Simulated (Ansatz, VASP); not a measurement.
One calculation of S, two programs

```
CELL_PARAMETERS angstrom
2.14171 0.00000 0.00000
0.00000 2.14171 0.00000
0.00000 0.00000 2.14171
ATOMIC_POSITIONS crystal
S 0.00000 0.00000 0.00000
```

Change from the starting cell: volume scaled by 0.6, LAPW.

Alike in both runs: task single point; functional PBEsol; k mesh 16 × 16 × 16; occupations fermi-dirac, width 0.05 eV; no spin polarisation.

|  | VASP | Ansatz |
| --- | --- | --- |
| version | VASP 6.6.1 | Ansatz 0.2.0 |
| potentials or method | VASP PAW PBE potentials, release 64 (S), cutoff 520 eV | all-electron LAPW, scalar-relativistic |

|  | VASP | Ansatz | Ansatz less VASP |
| --- | --- | --- | --- |
| pressure (GPa) | 102.3 | 101.4 | -0.92 |

VASP's potentials were made for PBE, not for PBEsol. Both programs put the cell under a high pressure, so it lies far from rest at this level. Ansatz ran all-electron here, and VASP with PAW potentials.

Noted on VASP's run: the cell as given lies far from equilibrium.
